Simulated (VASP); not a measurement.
# Ge2Se3 (P-3m1) in VASP: a series of runs, part 2 of 2

VASP 6.6.1. The steps go on from the part before.

## (3) Single point, PBE

This run uses another cell than the first one, of 23.32 Å³/atom.

File INCAR:

```
PREC     = Accurate       # precision mode
ENCUT    = 500            # plane-wave cutoff, eV
EDIFF    = 1E-6           # SCF threshold, eV
ISMEAR   = 0              # smearing method
SIGMA    = 0.1            # smearing width, eV
LREAL    = F              # projectors in reciprocal space
LASPH    = T              # aspherical terms in the spheres
NELM     = 120            # most SCF steps
ALGO     = Normal         # electronic algorithm
ISIF     = 2              # what is computed and relaxed
LWAVE    = F              # write WAVECAR
LCHARG   = F              # write CHGCAR
GGA      = PE             # functional
NBANDS   = 31             # bands
GGA_COMPAT= F
```

File KPOINTS:

```
regular mesh
0
Gamma
  6 6 4
```

File POSCAR:

```
Ge2Se3
1.0
    3.8162687368      0.0000000000      0.0000000000
   -1.9081343684      3.3049856737      0.0000000000
    0.0000000000      0.0000000000      9.2465646327
Ge Se
2 3
Direct
    0.3333333333      0.6666666667      0.1831051024
    0.6666666667      0.3333333333      0.8168948976
    0.0000000000      0.0000000000      0.0000000000
    0.3333333333      0.6666666667      0.6673317471
    0.6666666667      0.3333333333      0.3326682529
```

Potentials or basis: VASP PAW PBE potentials, release 64 (Ge_d, Se).

The run is started by

```
$ cat potpaw_PBE.64/Ge_d/POTCAR potpaw_PBE.64/Se/POTCAR > POTCAR
$ mpirun -np 1 vasp_std > vasp.out
```

OUTCAR:

```text
PREC = Accurate
   ENCUT = 500
   EDIFF = 1E-6
   ISMEAR = 0
   LREAL = F
   LASPH = T
   NELM = 120
   ISIF = 2
   GGA = PE

 ion  position               nearest neighbor table
   1  0.333  0.667  0.183-   5 2.60   5 2.60   5 2.60   3 2.78   3 2.78   3 2.78
   2  0.667  0.333  0.817-   4 2.60   4 2.60   4 2.60   3 2.78   3 2.78   3 2.78
   3  0.000  0.000  0.000-   1 2.78   2 2.78   1 2.78   2 2.78   2 2.78   1 2.78
   4  0.333  0.667  0.667-   2 2.60   2 2.60   2 2.60
   5  0.667  0.333  0.333-   1 2.60   1 2.60   1 2.60

  LATTYP: Found a hexagonal cell.
 ALAT       =     3.8162687368
 C/A-ratio  =     2.4229333075

  Lattice vectors:

 A1 = (   3.8162687368,   0.0000000000,   0.0000000000)
 A2 = (  -1.9081343684,   3.3049856737,   0.0000000000)
 A3 = (   0.0000000000,   0.0000000000,   9.2465646327)

Analysis of symmetry for initial positions (statically):
=====================================================================
 Subroutine PRICEL returns:
 Original cell was already a primitive cell.

 Routine SETGRP: Setting up the symmetry group for a
[... 172 lines left out ...]

 E-fermi :   4.1788     XC(G=0):  -9.7281

 val. band max:        4.1777426067   @ k =   0.3333   0.3333   0.2500
 cond. band min:       4.1974054316   @ k =   0.0000   0.0000   0.5000
 fundamental gap:      0.0196628248
 Fermi energy:         4.1787532957

 k-point     1 :       0.0000    0.0000    0.0000
  band No.  band energies     occupation
      1     -20.7171      2.00000
      2     -20.7171      2.00000
      3     -20.7158      2.00000
      4     -20.7158      2.00000
      5     -20.7050      2.00000
      6     -20.7041      2.00000
[... 805 lines left out ...]
     30      10.3805      0.00000
     31      11.9545      0.00000

------------------------ aborting loop because EDIFF is reached ----------------------------------------

  FORCE on cell =-STRESS in cart. coord.  units (eV):
  Direction    XX          YY          ZZ          XY          YZ          ZX
  --------------------------------------------------------------------------------------
  -------------------------------------------------------------------------------------
  Total        0.0662151      0.0662151      0.2180371     -0.0000000      0.0000000      0.0000000
  in kB        0.9096589      0.9096589      2.9953813     -0.0000000      0.0000000      0.0000000
  external PRESSURE =       1.6048997 kB  Pullay stress =       0.0000000 kB

 VOLUME and BASIS-vectors are now :
 -----------------------------------------------------------------------------
  energy-cutoff  :      500.00
  volume of cell :      116.62
      direct lattice vectors                 reciprocal lattice vectors
     3.816268737  0.000000000  0.000000000     0.262036054  0.151286586  0.000000000
    -1.908134368  3.304985674  0.000000000     0.000000000  0.302573172  0.000000000
     0.000000000  0.000000000  9.246564633     0.000000000  0.000000000  0.108148273

 POSITION                                       TOTAL-FORCE (eV/Angst)
 -----------------------------------------------------------------------------------
     -0.00000      2.20332      1.69309         0.000000     -0.000000     -0.028620
      1.90813      1.10166      7.55347        -0.000000      0.000000      0.028620
      0.00000      0.00000      0.00000        -0.000000     -0.000000      0.000000
     -0.00000      2.20332      6.17053        -0.000000     -0.000000     -0.036343
      1.90813      1.10166      3.07604         0.000000      0.000000      0.036343
 -----------------------------------------------------------------------------------
    total drift:                                0.000000     -0.000000      0.000000

  FREE ENERGIE OF THE ION-ELECTRON SYSTEM (eV)
  ---------------------------------------------------
  free  energy   TOTEN  =       -20.4399392547 eV

  energy  without entropy=      -20.4242441417  energy(sigma->0) =      -20.43209170
```

OSZICAR:

```text
N       E                     dE             d eps       ncg     rms          rms(c)
DAV:   1     0.401232522162E+03    0.40123E+03   -0.21359E+04  1872   0.275E+03
DAV:   2     0.459972495012E+02   -0.35524E+03   -0.33846E+03  1527   0.741E+02
DAV:   3    -0.170726367014E+02   -0.63070E+02   -0.61474E+02  1827   0.166E+02
DAV:   4    -0.205121582651E+02   -0.34395E+01   -0.34232E+01  1727   0.446E+01
DAV:   5    -0.205936442561E+02   -0.81486E-01   -0.81438E-01  1830   0.737E+00    0.543E+00
DAV:   6    -0.204441881283E+02    0.14946E+00   -0.24139E-01  2113   0.470E+00    0.340E+00
DAV:   7    -0.204389352145E+02    0.52529E-02   -0.12368E-01  1939   0.169E+00    0.726E-01
DAV:   8    -0.204394832580E+02   -0.54804E-03   -0.12621E-02  1767   0.901E-01    0.217E-01
DAV:   9    -0.204397967862E+02   -0.31353E-03   -0.14058E-03  1781   0.210E-01    0.750E-02
DAV:  10    -0.204398953640E+02   -0.98578E-04   -0.29625E-04  1765   0.136E-01    0.308E-02
DAV:  11    -0.204399349540E+02   -0.39590E-04   -0.55456E-05  1492   0.369E-02    0.119E-02
DAV:  12    -0.204399384642E+02   -0.35102E-05   -0.71309E-06  1552   0.180E-02    0.466E-03
DAV:  13    -0.204399392547E+02   -0.79056E-06   -0.17441E-06  1309   0.722E-03
   1 F= -.20439939E+02 E0= -.20432092E+02  d E =-.156951E-01
```

It took 32 s on 1 thread of Intel Xeon 6975P-C (Granite Rapids), shared host; peak memory 0.25 GiB.

What came out:

```
Free energy            : -20.4399 eV
Pressure               : 0.2 GPa
Largest force          : 0.036 eV/Å
Band gap on the k mesh : zero (bands 23 and 24 overlap by 0.75 eV)
```

Forces on the atoms (eV/Å):
```
Ge   0.000  0.000 -0.029
Ge   0.000  0.000  0.029
Se   0.000  0.000  0.000
Se   0.000  0.000 -0.036
Se   0.000  0.000  0.036
```

Levels at points of the mesh, in eV from the Fermi level:
```
           k point  band 19  band 20  band 21  band 22  band 23  band 24  band 25  band 26  band 27  band 28
(0.00, 0.00, 0.00)    -1.56    -1.25    -1.25    -1.25    -1.22     0.73     1.42     2.30     2.30     3.40
(0.50, 0.00, 0.00)    -3.38    -2.64    -2.29    -1.94    -1.51     0.16     2.12     3.49     3.80     4.12
(0.00, 0.00, 0.50)    -1.42    -1.42    -1.36    -1.36     0.02     0.30     1.44     2.29     2.29     3.52
(0.50, 0.00, 0.50)    -3.56    -2.84    -1.71    -1.31    -1.13    -0.38     2.03     3.10     3.46     4.55
```

Caveat: this functional lacks dispersion, which binds the layers, so the pressure and a relaxed spacing across them are unreliable.

## (4) Relaxation of cell and atoms, PBE

File INCAR:

```
SYSTEM = Ge2Se3
PREC = Accurate ; ENCUT = 500
EDIFF = 1E-7 ; ISMEAR = 0
SIGMA = 0.1 ; LREAL = .False.
LASPH = .True. ; NELM = 120
ALGO = Normal ; ISIF = 3
LWAVE = .False. ; LCHARG = .False.
GGA = PE ; IBRION = 2
NSW = 90 ; EDIFFG = -0.04
GGA_COMPAT = .False. ; NELMIN = 4
```

File KPOINTS:

```
regular mesh
0
Gamma
  6 6 4
  0 0 0
```

File POSCAR:

```
Ge2Se3
1.0
    4.3555255932      0.0000000000      0.0000000000
   -2.1777627966      3.7719958106      0.0000000000
    0.0000000000      0.0000000000      6.7764903265
Ge Se
2 3
Direct
    0.3333333333      0.6666666667      0.2450000000
    0.6666666667      0.3333333333      0.7550000000
    0.0000000000      0.0000000000      0.0000000000
    0.3333333333      0.6666666667      0.6450000000
    0.6666666667      0.3333333333      0.3550000000
```

Potentials or basis: VASP PAW PBE potentials, release 64 (Ge_d, Se).

The run is started by

```
$ cat potpaw_PBE.64/Ge_d/POTCAR potpaw_PBE.64/Se/POTCAR > POTCAR
$ mpirun -np 1 vasp_std > vasp.out
```

OUTCAR:

```text
SYSTEM = Ge2Se3
   PREC = Accurate
   ENCUT = 500
   EDIFF = 1E-7
   ISMEAR = 0
   LREAL = .False.
   LASPH = .True.
   NELM = 120
   ISIF = 3
   GGA = PE
   IBRION = 2
   NSW = 90
   EDIFFG = -0.04
   NELMIN = 4

 ion  position               nearest neighbor table
   1  0.333  0.667  0.245-   5 2.62   5 2.62   5 2.62   4 2.71
   2  0.667  0.333  0.755-   4 2.62   4 2.62   4 2.62   5 2.71
   3  0.000  0.000  0.000-
   4  0.333  0.667  0.645-   2 2.62   2 2.62   2 2.62   1 2.71
   5  0.667  0.333  0.355-   1 2.62   1 2.62   1 2.62   2 2.71

  LATTYP: Found a hexagonal cell.
 ALAT       =     4.3555255932
 C/A-ratio  =     1.5558375635

  Lattice vectors:

 A1 = (   4.3555255932,   0.0000000000,   0.0000000000)
 A2 = (  -2.1777627966,   3.7719958106,   0.0000000000)
 A3 = (   0.0000000000,   0.0000000000,   6.7764903265)

Analysis of symmetry for initial positions (statically):
=====================================================================
 Subroutine PRICEL returns:
 Original cell was already a primitive cell.

 Routine SETGRP: Setting up the symmetry group for a
 hexagonal supercell.

 Subroutine GETGRP returns: Found 12 space group operations
 (whereof 12 operations were pure point group operations)
 out of a pool of 24 trial point group operations.

The static configuration has the point symmetry D_3d.

Analysis of symmetry for dynamics (positions and initial velocities):
=====================================================================
 Subroutine PRICEL returns:
 Original cell was already a primitive cell.

 Routine SETGRP: Setting up the symmetry group for a
 hexagonal supercell.

 Subroutine GETGRP returns: Found 12 space group operations
 (whereof 12 operations were pure point group operations)
 out of a pool of 24 trial point group operations.

The dynamic configuration has the point symmetry D_3d.

[... 113 lines left out ...]
   PSTRESS=    0.0 pullay stress
   NELECT =      46.0000    total number of electrons
   NUPDOWN=      -1.0000    fix difference up-down
   EMIN   =  10.00;   EMAX   =-10.00  energy-range for DOS
   EFERMI =   0.00;   METHOD = LEGACY
   ISMEAR =     0;   SIGMA  =   0.10  broadening in eV -4-tet -1-fermi 0-gaus
   EFERMI_NEDOS =   21; number of points for ismear=-14 and -15
   IALGO  =     38    algorithm
   IMIX   =      4    mixing-type and parameters
     AMIX     =   0.40;   BMIX     =  1.00
     AMIX_MAG =   1.60;   BMIX_MAG =  1.00
  volume/ion in A,a.u.               =      22.27       150.26
  Fermi-wavevector in a.u.,A,eV,Ry     =   1.219332  2.304203 20.228735  1.486770
  Thomas-Fermi vector in A             =   2.354588
   LORBIT       =      0    0 simple, 1 ext, 2 COOP (PROOUT), +10 PAW based schemes
   GGA     = PE    functional components
   LHFCALC =     F    Hartree Fock is set to
   AEXX    =    0.0000 exact exchange contribution
   IVDW    =     0    specifies the selected vdW correction
   LEPSILON=     F    determine dielectric tensor
   LRPA    =     F    only Hartree local field effects (RPA)
 conjugate gradient relaxation of ions
 non-spin polarized calculation
 Gauss-broadening in eV      SIGMA  =   0.10
  energy-cutoff  :      500.00
  volume of cell :      111.33
 maximum number of plane-waves:      2844
   NGX = 15   NGY = 15   NGZ = 25

--------------------------------------- Ionic step        1  -------------------------------------------

 number of electron      46.0000040 magnetization

 Free energy of the ion-electron system (eV)
  ---------------------------------------------------
  ext. energy  EPLUGINS =         0.00000000
  ---------------------------------------------------
  free energy    TOTEN  =       -18.82367122 eV

  energy without entropy =      -18.80412154  energy(sigma->0) =      -18.81389638

------------------------ aborting loop because EDIFF is reached ----------------------------------------

  FORCE on cell =-STRESS in cart. coord.  units (eV):
  Direction    XX          YY          ZZ          XY          YZ          ZX
  --------------------------------------------------------------------------------------
  -------------------------------------------------------------------------------------
  Total        2.0580196      2.0580196      3.6949773      0.0000000      0.0000000      0.0000000
  in kB       29.6171661     29.6171661     53.1747871      0.0000000      0.0000000      0.0000000
  external PRESSURE =      37.4697064 kB  Pullay stress =       0.0000000 kB
[... 1555 lines left out ...]
     26       8.1983      0.00000
     27       8.4255      0.00000

[... ionic steps 4 to 11 ...]

--------------------------------------- Ionic step       12  -------------------------------------------

 number of electron      46.0000011 magnetization

------------------------ aborting loop because EDIFF is reached ----------------------------------------
[... 73 lines left out ...]
--------------------------------------- Ionic step       14  -------------------------------------------

 number of electron      46.0000011 magnetization

 Free energy of the ion-electron system (eV)
  ---------------------------------------------------
  ext. energy  EPLUGINS =         0.00000000
  ---------------------------------------------------
  free energy    TOTEN  =       -20.40938840 eV

  energy without entropy =      -20.39502061  energy(sigma->0) =      -20.40220450

 E-fermi :   4.3318     XC(G=0):  -9.8611

 val. band max:        4.3252833964   @ k =   0.0000   0.1667   0.2500
 cond. band min:       4.3324607446   @ k =   0.3333   0.0000   0.5000
 fundamental gap:      0.0071773483
 Fermi energy:         4.3318329935
[... 750 lines left out ...]
  FREE ENERGIE OF THE ION-ELECTRON SYSTEM (eV)
  ---------------------------------------------------
  free  energy   TOTEN  =       -20.4093883969 eV

  energy  without entropy=      -20.3950206070  energy(sigma->0) =      -20.40220450

 reached required accuracy - stopping structural energy minimisation
```

OSZICAR:

```text
N       E                     dE             d eps       ncg     rms          rms(c)
DAV:   1     0.401421575801E+03    0.40142E+03   -0.21994E+04  1547   0.323E+03
[... 165 lines left out ...]
DAV:   2    -0.204328308020E+02    0.63006E-01   -0.11008E-01  1575   0.489E+00    0.899E-01
DAV:   3    -0.204104169666E+02    0.22414E-01   -0.53639E-02  1572   0.293E+00    0.192E-01
DAV:   4    -0.204097420902E+02    0.67488E-03   -0.30841E-03  1584   0.662E-01    0.124E-01
DAV:   5    -0.204093893450E+02    0.35275E-03   -0.74312E-04  1597   0.303E-01    0.275E-02
DAV:   6    -0.204093914037E+02   -0.20588E-05   -0.49950E-05  1519   0.748E-02    0.136E-02
DAV:   7    -0.204093884892E+02    0.29146E-05   -0.12115E-05  1659   0.356E-02    0.557E-03
DAV:   8    -0.204093883969E+02    0.92304E-07   -0.77191E-07  1212   0.682E-03
  14 F= -.20409388E+02 E0= -.20402205E+02  d E =-.528733E-02
```

CONTCAR:

```text
Ge2Se3
   1.00000000000000
     3.8387643705927306    0.0000000000000001   -0.0000000000000000
    -1.9193821852963653    3.3244674641106680   -0.0000000000000000
     0.0000000000000000   -0.0000000000000000    8.9660295859150008
  Ge              Se
     2     3
Direct
     0.3333333332999970    0.6666666667000030    0.1886006287532758
     0.6666666667000030    0.3333333332999970    0.8113993712467241
     0.0000000000000000    0.0000000000000000    0.0000000000000000
     0.3333333332999970    0.6666666667000030    0.6575349967774745
     0.6666666667000030    0.3333333332999970    0.3424650032225255

  0.00000000E+00  0.00000000E+00  0.00000000E+00
  0.00000000E+00  0.00000000E+00  0.00000000E+00
  0.00000000E+00  0.00000000E+00  0.00000000E+00
  0.00000000E+00  0.00000000E+00  0.00000000E+00
  0.00000000E+00  0.00000000E+00  0.00000000E+00
```

Wall time 4.9 min (1 thread of Intel Xeon 6975P-C (Granite Rapids), shared host); peak memory 0.26 GiB.

Results:

- Free energy: -20.4094 eV
- Relaxed volume: 22.88 Å³/atom
- Relaxed cell: a = 3.839 Å, b = 3.839 Å, c = 8.966 Å, α = 90.00°, β = 90.00°, γ = 120.00°
- Space group after relaxing (to 0.1 Å): P-3m1 (No. 164)
- Pressure after relaxing: -0.1 GPa
- Largest force after relaxing: 0.038 eV/Å
- Band gap on the k mesh: zero (bands 23 and 24 overlap by 0.99 eV)

Forces in eV/Å, atoms in the order of the input:
```
Ge   0.000  0.000 -0.038
Ge   0.000  0.000  0.038
Se   0.000  0.000  0.000
Se   0.000  0.000  0.034
Se   0.000  0.000 -0.034
```

Stress tensor (GPa, compression positive):
```
-0.22  0.00  0.00
 0.00 -0.22  0.00
 0.00  0.00  0.23
```

Final structure:
```yaml
crystal:
  lattice:
    - [3.83876, 0.00000, 0.00000]
    - [-1.91938, 3.32447, 0.00000]
    - [0.00000, 0.00000, 8.96603]
  atoms:
    - { symbol: Ge, position: [0.33333, 0.66667, 0.18860] }
    - { symbol: Ge, position: [0.66667, 0.33333, 0.81140] }
    - { symbol: Se, position: [0.00000, 0.00000, 0.00000] }
    - { symbol: Se, position: [0.33333, 0.66667, 0.65753] }
    - { symbol: Se, position: [0.66667, 0.33333, 0.34247] }
```

Levels at points of the mesh, in eV from the Fermi level:
| k point | band 19 | band 20 | band 21 | band 22 | band 23 | band 24 | band 25 | band 26 | band 27 |
| --- | --- | --- | --- | --- | --- | --- | --- | --- | --- |
| (0.00, 0.00, 0.00) | -1.63 | -1.32 | -1.22 | -1.22 | -1.13 | 0.89 | 1.41 | 2.29 | 2.29 |
| (0.50, 0.00, 0.00) | -3.21 | -2.56 | -2.38 | -2.01 | -1.55 | 0.28 | 2.09 | 3.58 | 3.92 |
| (0.00, 0.00, 0.50) | -1.39 | -1.39 | -1.38 | -1.38 | -0.05 | 0.48 | 1.46 | 2.26 | 2.26 |
| (0.50, 0.00, 0.50) | -3.51 | -2.89 | -1.55 | -1.23 | -1.01 | -0.40 | 2.01 | 3.02 | 3.60 |

Caveat: a cell axis changed by over 15 % at a fixed basis, so the end point is rough.

## (5) Overview

```csv
task,cell,gap on the mesh (eV),pressure (GPa),largest force (eV/Å)
single point,"a = 4.356, b = 4.356, c = 6.776 Å, angles 90.0, 90.0, 120.0°, 5 atoms, atomic positions A",none,3.7,0.81
single point,"a = 3.816, b = 3.816, c = 9.247 Å, angles 90.0, 90.0, 120.0°, 5 atoms, atomic positions B",none,0.2,0.04
relaxation of cell and atoms,"relaxed from a = 4.356, b = 4.356, c = 6.776 Å, angles 90.0, 90.0, 120.0°, 5 atoms, atomic positions A",none,-0.1,0.04
```

Alike in all rows: level PBE; potentials or basis VASP PAW PBE potentials, release 64 (Ge_d, Se); no spin polarisation; k mesh 6 × 6 × 4; cutoff (eV) 500; smearing gaussian 0.1 eV.

Caveats: the cell stands under pressure (at least some runs); this functional lacks dispersion, which binds the layers, so the pressure and a relaxed spacing across them are unreliable (at least some runs); a cell axis changed by over 15 % at a fixed basis, so the end point is rough (at least some runs).

Total energies depend on the potentials used, so only differences within one code and one set of settings carry meaning.
